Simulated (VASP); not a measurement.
# TaSi2 (P6_222) in VASP: single point with PBE

Aim: the single point of TaSi2 with PBE.

Program: VASP 6.6.1. These are calculated values, not measurements. Logs are shortened: lines on timing, memory, paths and dates and some standing lists are left out, and cuts for length are marked.

### Step 1. The cell of the first run

Symmetry: P6_222, No. 180, hexagonal system. Conventional cell: a = 4.780 Å, b = 4.780 Å, c = 6.564 Å, α = 90.00°, β = 90.00°, γ = 120.00°. Ta (site symmetry 222) has 10 Si at 2.60 to 2.82 Å and 4 Ta at 3.24 Å within 3.4 Å. Within 3.4 Å of Si (site symmetry 2) lie 9 Si at 2.55 to 3.32 Å and 5 Ta at 2.60 to 2.82 Å.

### Step 2. Single point, PBE

File INCAR:

```
SYSTEM = TaSi2
ALGO = Normal
EDIFF = 1E-6
ENCUT = 520
GGA = PE
ISIF = 2
ISMEAR = -1
LASPH = .True.
LCHARG = .False.
LREAL = .False.
LWAVE = .False.
NBANDS = 38
NELM = 80
PREC = Accurate
SIGMA = 0.05
```

File KPOINTS:

```
k-points
0
Gamma
  8 8 5
  0 0 0
```

File POSCAR:

```
TaSi2
1.0
    4.7799993808      0.0000000000      0.0000000000
   -2.3899996904      4.1396008938      0.0000000000
    0.0000000000      0.0000000000      6.5640000000
Ta Si
3 6
Direct
    0.5000000000      0.0000000000      0.5000000000
    0.5000000000      0.5000000000      0.8333333333
    0.0000000000      0.5000000000      0.1666666667
    0.1589278110      0.3178556221      0.5000000000
    0.8410721890      0.1589278110      0.8333333333
    0.6821443779      0.8410721890      0.1666666667
    0.8410721890      0.6821443779      0.5000000000
    0.1589278110      0.8410721890      0.8333333333
    0.3178556221      0.1589278110      0.1666666667
```

Potentials or basis: VASP PAW PBE potentials, release 64 (Ta_pv, Si).

On the command line:

```
$ cat potpaw_PBE.64/Ta_pv/POTCAR potpaw_PBE.64/Si/POTCAR > POTCAR
$ mpirun -np 1 vasp_std > vasp.out
```

OUTCAR:

```text
SYSTEM = TaSi2
   EDIFF = 1E-6
   ENCUT = 520
   GGA = PE
   ISIF = 2
   ISMEAR = -1
   LASPH = .True.
   LREAL = .False.
   NELM = 80
   PREC = Accurate

 ion  position               nearest neighbor table
   1  0.500  0.000  0.500-   6 2.60   9 2.60   8 2.60   5 2.60   4 2.73   7 2.73   7 2.73   4 2.73
                             4 2.82   7 2.82   2 3.24   2 3.24   3 3.24   3 3.24
   2  0.500  0.500  0.833-   4 2.60   7 2.60   6 2.60   9 2.60   5 2.73   8 2.73   8 2.73   5 2.73
                             8 2.82   5 2.82   1 3.24   1 3.24   3 3.24   3 3.24
   3  0.000  0.500  0.167-   4 2.60   7 2.60   5 2.60   8 2.60   9 2.73   6 2.73   9 2.73   6 2.73
                             6 2.82   9 2.82   1 3.24   1 3.24   2 3.24   2 3.24
   4  0.159  0.318  0.500-   5 2.55   9 2.55   3 2.60   2 2.60   7 2.63   1 2.73   1 2.73   1 2.82
                             7 2.83   7 2.83
   5  0.841  0.159  0.833-   4 2.55   6 2.55   1 2.60   3 2.60   8 2.63   2 2.73   2 2.73   2 2.82
                             8 2.83   8 2.83
   6  0.682  0.841  0.167-   7 2.55   5 2.55   1 2.60   2 2.60   9 2.63   3 2.73   3 2.73   3 2.82
                             9 2.83   9 2.83
   7  0.841  0.682  0.500-   8 2.55   6 2.55   3 2.60   2 2.60   4 2.63   1 2.73   1 2.73   1 2.82
                             4 2.83   4 2.83
   8  0.159  0.841  0.833-   7 2.55   9 2.55   1 2.60   3 2.60   5 2.63   2 2.73   2 2.73   2 2.82
                             5 2.83   5 2.83
   9  0.318  0.159  0.167-   4 2.55   8 2.55   1 2.60   2 2.60   6 2.63   3 2.73   3 2.73   3 2.82
                             6 2.83   6 2.83

  LATTYP: Found a hexagonal cell.
 ALAT       =     4.7799993808
 C/A-ratio  =     1.3732219352

  Lattice vectors:

 A1 = (   4.7799993808,   0.0000000000,   0.0000000000)
 A2 = (  -2.3899996904,   4.1396008938,   0.0000000000)
 A3 = (   0.0000000000,   0.0000000000,   6.5640000000)

Analysis of symmetry for initial positions (statically):
=====================================================================
 Subroutine PRICEL returns:
 Original cell was already a primitive cell.

 Routine SETGRP: Setting up the symmetry group for a
 hexagonal supercell.

 Subroutine GETGRP returns: Found 12 space group operations
 (whereof  4 operations were pure point group operations)
 out of a pool of 24 trial point group operations.

The static configuration has the point symmetry D_2 .
 The point group associated with its full space group is D_6 .

Analysis of symmetry for dynamics (positions and initial velocities):
=====================================================================
[... 133 lines left out ...]
   POTIM  = 0.5000    time-step for ionic-motion
   TEBEG  =    0.0;   TEEND  =   0.0 temperature during run
   PSTRESS=    0.0 pullay stress
   NELECT =      57.0000    total number of electrons
   NUPDOWN=      -1.0000    fix difference up-down
   EMIN   =  10.00;   EMAX   =-10.00  energy-range for DOS
   EFERMI =   0.00;   METHOD = LEGACY
   ISMEAR =    -1;   SIGMA  =   0.05  broadening in eV -4-tet -1-fermi 0-gaus
   EFERMI_NEDOS =   21; number of points for ismear=-14 and -15
   IALGO  =     38    algorithm
   IMIX   =      4    mixing-type and parameters
     AMIX     =   0.40;   BMIX     =  1.00
     AMIX_MAG =   1.60;   BMIX_MAG =  1.00
  volume/ion in A,a.u.               =      14.43        97.39
  Fermi-wavevector in a.u.,A,eV,Ry     =   1.244080  2.350969 21.058199  1.547734
  Thomas-Fermi vector in A             =   2.378362
   LORBIT       =      0    0 simple, 1 ext, 2 COOP (PROOUT), +10 PAW based schemes
   GGA     = PE    functional components
   LHFCALC =     F    Hartree Fock is set to
   AEXX    =    0.0000 exact exchange contribution
   IVDW    =     0    specifies the selected vdW correction
   LEPSILON=     F    determine dielectric tensor
   LRPA    =     F    only Hartree local field effects (RPA)
 non-spin polarized calculation
  energy-cutoff  :      520.00
  volume of cell :      129.88
 maximum number of plane-waves:      3523
 NGX is ok and might be reduce to    36
   NGX = 17   NGY = 17   NGZ = 25

 number of electron      57.0000003 magnetization

 Free energy of the ion-electron system (eV)
  ---------------------------------------------------
  ext. energy  EPLUGINS =         0.00000000
  ---------------------------------------------------
  free energy    TOTEN  =       -72.26597782 eV

  energy without entropy =      -72.24438476  energy(sigma->0) =      -72.25518129

 E-fermi :   9.3785     XC(G=0): -12.0870

 val. band max:        9.3773500553   @ k =   0.3750   0.1250   0.2000
 cond. band min:       9.4670552586   @ k =   0.3750   0.0000   0.0000
 fundamental gap:      0.0897052033
 Fermi energy:         9.3785182125

 k-point     1 :       0.0000    0.0000    0.0000
  band No.  band energies     occupation
      1     -24.9709      2.00000
      2     -24.9709      2.00000
      3     -24.9693      2.00000
      4     -24.8985      2.00000
      5     -24.8985      2.00000
      6     -24.8076      2.00000
[... 973 lines left out ...]
     37      13.0110      0.00000
     38      13.0742      0.00000

 [... further k-points ...]

------------------------ aborting loop because EDIFF is reached ----------------------------------------

  FORCE on cell =-STRESS in cart. coord.  units (eV):
  Direction    XX          YY          ZZ          XY          YZ          ZX
  --------------------------------------------------------------------------------------
  -------------------------------------------------------------------------------------
  Total        2.4504164      2.4504164      2.6745709      0.0000000     -0.0000000      0.0000000
  in kB       30.2270381     30.2270381     32.9920887      0.0000000     -0.0000000      0.0000000
  external PRESSURE =      31.1487217 kB  Pullay stress =       0.0000000 kB

 VOLUME and BASIS-vectors are now :
 -----------------------------------------------------------------------------
  energy-cutoff  :      520.00
  volume of cell :      129.88
      direct lattice vectors                 reciprocal lattice vectors
     4.779999381  0.000000000  0.000000000     0.209205048  0.120784591  0.000000000
    -2.389999690  4.139600894  0.000000000     0.000000000  0.241569182  0.000000000
     0.000000000  0.000000000  6.564000000     0.000000000  0.000000000  0.152346130

 POSITION                                       TOTAL-FORCE (eV/Angst)
 -----------------------------------------------------------------------------------
      2.39000      0.00000      3.28200         0.000000      0.000000     -0.000000
      1.19500      2.06980      5.47000         0.000000      0.000000     -0.000000
     -1.19500      2.06980      1.09400         0.000000      0.000000      0.000000
     -0.00000      1.31580      3.28200         0.000000     -0.002805     -0.000000
      3.64049      0.65790      5.47000         0.002429     -0.001402      0.000000
      1.25049      3.48170      1.09400         0.002429      0.001402      0.000000
      2.39000      2.82381      3.28200         0.000000      0.002805     -0.000000
     -1.25049      3.48170      5.47000        -0.002429      0.001402     -0.000000
      1.13951      0.65790      1.09400        -0.002429     -0.001402      0.000000
 -----------------------------------------------------------------------------------
    total drift:                                0.000000     -0.000000     -0.000000

  FREE ENERGIE OF THE ION-ELECTRON SYSTEM (eV)
  ---------------------------------------------------
  free  energy   TOTEN  =       -72.2659778193 eV

  energy  without entropy=      -72.2443847628  energy(sigma->0) =      -72.25518129
```

OSZICAR:

```text
N       E                     dE             d eps       ncg     rms          rms(c)
DAV:   1     0.385897998011E+03    0.38590E+03   -0.28121E+04  2288   0.141E+03
DAV:   2    -0.547861901469E+02   -0.44068E+03   -0.42879E+03  2618   0.360E+02
DAV:   3    -0.742227697275E+02   -0.19437E+02   -0.19044E+02  2896   0.661E+01
DAV:   4    -0.745755711164E+02   -0.35280E+00   -0.35113E+00  2896   0.893E+00
DAV:   5    -0.745805752641E+02   -0.50041E-02   -0.50006E-02  2810   0.112E+00    0.317E+01
DAV:   6    -0.725050638053E+02    0.20755E+01   -0.80831E+00  2904   0.130E+01    0.146E+01
DAV:   7    -0.722910152218E+02    0.21405E+00   -0.54620E-01  2872   0.370E+00    0.445E+00
DAV:   8    -0.722665757782E+02    0.24439E-01   -0.45040E-02  2938   0.102E+00    0.506E-01
DAV:   9    -0.722660153832E+02    0.56039E-03   -0.29447E-03  2960   0.281E-01    0.254E-01
DAV:  10    -0.722659971460E+02    0.18237E-04   -0.44112E-04  2866   0.126E-01    0.516E-02
DAV:  11    -0.722659804191E+02    0.16727E-04   -0.38469E-05  2856   0.326E-02    0.108E-02
DAV:  12    -0.722659785637E+02    0.18554E-05   -0.37796E-06  2464   0.985E-03    0.322E-03
DAV:  13    -0.722659778193E+02    0.74444E-06   -0.34234E-07  1688   0.307E-03
   1 F= -.72265978E+02 E0= -.72255181E+02  d E =-.215931E-01
```

stdout:

```text
POSCAR found type information on POSCAR TaSi
 POSCAR found :  2 types and       9 ions
 scaLAPACK will be used
 LDA part: xc-table for (Slater+PW92), standard interpolation
 POSCAR, INCAR and KPOINTS ok, starting setup
 FFT: planning ... GRIDC
 FFT: planning ... GRID_SOFT
 FFT: planning ... GRID
 WAVECAR not read
 entering main loop
```

It took 3.5 min on 1 thread of Intel Xeon 8259CL, shared host; peak memory 0.31 GiB.

What came out:

```yaml
Free_energy: -72.2660 eV
Pressure: 3.1 GPa
```

Forces in eV/Å, atoms in the order of the input:
```
Ta   0.000  0.000  0.000
Ta   0.000  0.000  0.000
Ta   0.000  0.000  0.000
Si   0.000 -0.003  0.000
Si   0.002 -0.001  0.000
Si   0.002  0.001  0.000
Si   0.000  0.003  0.000
Si  -0.002  0.001  0.000
Si  -0.002 -0.001  0.000
```

Caveat: spin-orbit coupling is left out, which moves the levels of the heavy elements.
